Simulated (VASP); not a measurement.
Crystal: KMgBr3.

```
CELL_PARAMETERS angstrom
5.46226 0.00000 0.00000
0.00000 5.46226 0.00000
0.00000 0.00000 5.46226
ATOMIC_POSITIONS crystal
K 0.00000 0.00000 0.00000
Mg 0.50000 0.50000 0.50000
Br 0.50000 0.50000 0.00000
Br 0.50000 0.00000 0.50000
Br 0.00000 0.50000 0.50000
```

This cell differs from its parent crystal: strain +3.0%.

Base run:

- Program: VASP 6.6.1
- Functional: r2SCAN
- Potentials or basis: VASP PAW PBE potentials, release 64 (K_sv, Mg, Br)
- Cutoff: 520 eV
- k mesh: 6 × 6 × 6
- Occupations: gaussian, width 0.01 eV
- Spin: no spin polarisation

Its results: band gap on the k mesh 3.23 eV, indirect (least direct gap 3.69 eV); pressure -2.2 GPa.

Task: The run is repeated on the same cell with these changes: functional from r2SCAN to PBE; occupations from gaussian, width 0.01 eV to fermi-dirac, width 0.02 eV. What comes out?

Result: Band gap on the k mesh 2.43 eV, indirect (least direct gap 2.88 eV); pressure -1.3 GPa.

Caveats: the PAW data sets were made with another functional, which shifts forces and pressure a little (some runs).

A k mesh can miss the band edges.
